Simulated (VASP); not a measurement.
The system is SrCaF4.

```
F Ca Sr
1.0
    -5.32028    5.32028    0.00000
    -5.32028    0.00000    5.32028
     0.00000    5.32028    5.32028
F Ca Sr
16 4 4
Direct
  0.87619 0.87316 0.37870
  0.37225 0.87228 0.37950
  0.87220 0.37527 0.37792
  0.87661 0.87164 0.87633
  0.37465 0.37709 0.37536
  0.37326 0.87612 0.87802
  0.87465 0.37685 0.87517
  0.37680 0.37297 0.87357
  0.62748 0.62368 0.12238
  0.12825 0.62451 0.11922
  0.62309 0.12339 0.12249
  0.62359 0.62633 0.62271
  0.12589 0.12361 0.12637
  0.12474 0.62537 0.63086
  0.62793 0.12089 0.63228
  0.13090 0.12249 0.62274
  0.50483 0.99612 0.99995
  0.99742 0.50027 0.00370
  0.49834 0.00153 0.50367
  0.00457 0.50594 0.49597
  0.00280 0.00063 0.99747
  0.99494 0.00150 0.50285
  0.50692 0.49623 0.99701
  0.49996 0.49942 0.49921
```

- Program: VASP 6.6.1
- Task: relaxation of cell and atoms
- Functional: PBE
- Potentials or basis: VASP PAW PBE potentials, release 64 (F, Ca_sv, Sr_sv)
- Cutoff: 700 eV
- k mesh: 1 × 1 × 1, shifted
- Occupations: gaussian, width 0.1 eV
- Spin: no spin polarisation

At the start: pressure 24.6 GPa; volume 12.55 Å³/atom.

Task: How do energy, volume and symmetry change on relaxing?

Result: Over 9 steps the energy falls by 202.9 meV/atom and the volume is 15.39 Å³/atom (+22.6 %); space group Cm (No. 8, to 0.1 Å) before, P4/mmm (No. 123, to 0.1 Å).

Step by step:
```csv
step,energy change (eV),largest force (eV/Å),pressure (GPa),volume (Å³)
1,0.0000,1.3350,24.64,301.19
2,-4.5465,0.1322,-3.79,393.38
3,-4.8105,0.2799,-0.10,370.69
4,-4.8112,0.2676,-0.38,372.18
5,-4.8427,0.1750,-0.23,371.04
6,-4.8623,0.1124,0.04,369.17
7,-4.8656,0.0610,0.01,369.30
8,-4.8675,0.0545,-0.03,369.50
9,-4.8690,0.0241,0.01,369.31
```

Final structure:
```
CELL_PARAMETERS angstrom
-5.72022 5.67858 -0.00682
-5.71802 -0.00471 5.67638
0.00630 5.67812 5.67802
ATOMIC_POSITIONS crystal
F 0.87062 0.86907 0.38109
F 0.38094 0.88019 0.37055
F 0.88151 0.38143 0.37102
F 0.87008 0.86842 0.88230
F 0.37017 0.36988 0.38051
F 0.38149 0.88028 0.87074
F 0.88220 0.38070 0.86834
F 0.37037 0.36749 0.88166
F 0.63221 0.62897 0.11942
F 0.12050 0.61824 0.12992
F 0.61945 0.11749 0.13164
F 0.63106 0.63194 0.61861
F 0.13047 0.13059 0.12037
F 0.11936 0.61867 0.63173
F 0.61932 0.11770 0.63174
F 0.13267 0.13072 0.61884
Ca 0.50050 0.99833 0.00162
Ca 0.00096 0.49910 0.00081
Ca 0.50048 0.99972 0.50059
Ca 0.00106 0.50059 0.49963
Sr 0.00086 0.99963 0.00049
Sr 0.00001 0.99995 0.50141
Sr 0.50139 0.49896 0.99980
Sr 0.50060 0.49921 0.50062
```

Caveat: the volume moved by over 15 % at a fixed basis, so the end points are rough.
